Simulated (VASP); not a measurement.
Wanted: the native input for a VASP 6.6.1 run.

```yaml
Task: relaxation of cell and atoms
Functional: revPBE
Potentials_or_basis: VASP PAW PBE potentials, release 64 (Ti_sv, Te)
Cutoff: 600 eV
k_mesh: 8 × 8 × 8
Occupations: fermi-dirac, width 0.05 eV
Spin: no spin polarisation
Dipole_correction: no
Further_INCAR_settings: ALGO = Normal; EDIFF = 1e-06; IBRION = 2; EDIFFG = -0.01; NSW = 60; ISIF = 3
```

The structure of TiTe lies in POSCAR:

```
TiTe
1.0
    0.0000000000      3.0500668100      3.0500668100
    3.0500668100      0.0000000000      3.0500668100
    3.0500668100      3.0500668100      0.0000000000
Ti Te
1 1
Direct
    0.5000000000      0.5000000000      0.5000000000
    0.0000000000      0.0000000000      0.0000000000
```

One way to write it, as run:

INCAR

```
SYSTEM = TiTe
  ALGO = Normal
  EDIFF = 1E-6
  EDIFFG = -0.01
  ENCUT = 600
  GGA = RE
  IBRION = 2
  ISIF = 3
  ISMEAR = -1
  LASPH = .TRUE.
  LCHARG = .FALSE.
  LREAL = .FALSE.
  LWAVE = .FALSE.
  NELM = 100
  NSW = 60
  PREC = Accurate
  SIGMA = 0.05
```

KPOINTS

```
k-points
0
G
  8 8 8
  0 0 0
```

Potentials or basis: VASP PAW PBE potentials, release 64 (Ti_sv, Te).

Command:

```bash
$ cat potpaw_PBE.64/Ti_sv/POTCAR potpaw_PBE.64/Te/POTCAR > POTCAR
$ mpirun -np 1 vasp_std > vasp.out
```

Results of the run:

```
Relaxed volume                         : 23.03 Å³/atom
Relaxed cell                           : a = 4.024 Å, b = 4.024 Å, c = 4.024 Å, α = 60.00°, β = 60.00°, γ = 60.00°
Space group after relaxing (to 0.05 Å) : Fm-3m (No. 225)
Energy gained by relaxing              : 192.0 meV/atom
Ionic steps                            : 15
Pressure after relaxing                : 0.0 GPa
```

Caveat: the volume moved by over 15 % at a fixed basis, so the end points are rough; the PAW data sets were made with another functional, which shifts forces and pressure a little.

It took 2.1 min on 1 thread of Intel(R) Xeon(R) Platinum 8488C (Sapphire Rapids), on a shared host, peak memory 0.22 GiB.
